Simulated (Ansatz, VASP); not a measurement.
# Two plane-wave programs on NaF

The input INCAR:

```
SYSTEM = NaF
PREC = Accurate
ENCUT = 520
EDIFF = 1E-6
ISMEAR = 0
SIGMA = 0.05
LREAL = .FALSE.
LASPH = .TRUE.
NELM = 80
ALGO = Normal
ISIF = 2
LWAVE = .FALSE.
LCHARG = .TRUE.
GGA = PE
LELF = .TRUE.
LVHAR = .TRUE.
NBANDS = 14
```

File KPOINTS:

```
Automatic mesh
0
G
  8 8 8
  0 0 0
```

Contents of POSCAR:

```
NaF
1.0
    0.0000000000      2.2071350000      2.3233000000
    2.2071350000      0.0000000000      2.3233000000
    2.2071350000      2.2071350000      0.0000000000
Na F
1 1
Direct
    0.0000000000      0.0000000000      0.0000000000
    0.5000000000      0.5000000000      0.5000000000
```

Input for Ansatz:

```yaml
crystal:
  lattice:
    - [0.0, 2.207135, 2.3233]
    - [2.207135, 0.0, 2.3233]
    - [2.207135, 2.207135, 0.0]
  atoms:
    - { symbol: Na, position: [0.0, 0.0, 0.0] }
    - { symbol: F, position: [0.5, 0.5, 0.5] }
basis:
  ecutwfc: 420
kpoints:
  mp_grid: { grid: [8, 8, 8] }
hamiltonian:
  xc: pbe
scf:
  occupations: { method: gaussian, width: 0.05 }
output:
  forces: true
  stress: true
  eigenvalues: true
```

Change from the starting cell: strain -0.050 along x and y, +0.000 along z, atoms carried along.

Alike in both runs: task single point; functional PBE; k mesh 8 × 8 × 8; occupations gaussian, width 0.05 eV; no spin polarisation.

```csv
,VASP,Ansatz
version,VASP 6.6.1,Ansatz 0.2.0
potentials or method,"VASP PAW PBE potentials, release 64 (Na_pv, F), cutoff 520 eV","scalar-relativistic, plane waves, PAW"
valence electrons in the cell,14,16
```

```csv
,VASP,Ansatz,Ansatz less VASP
gap on the k mesh at the Fermi level (eV),6.83,6.85,+0.019
least direct gap on the mesh (eV),6.83,6.85,+0.019
pressure (GPa),8.9,8.9,0.00
"traceless stress, the component that is largest in VASP (GPa)",-4.55,-4.40,+0.148
```

VASP's potentials hold 14 valence electrons a cell and Ansatz's 16, so a difference there can come from the potentials and not from the codes.
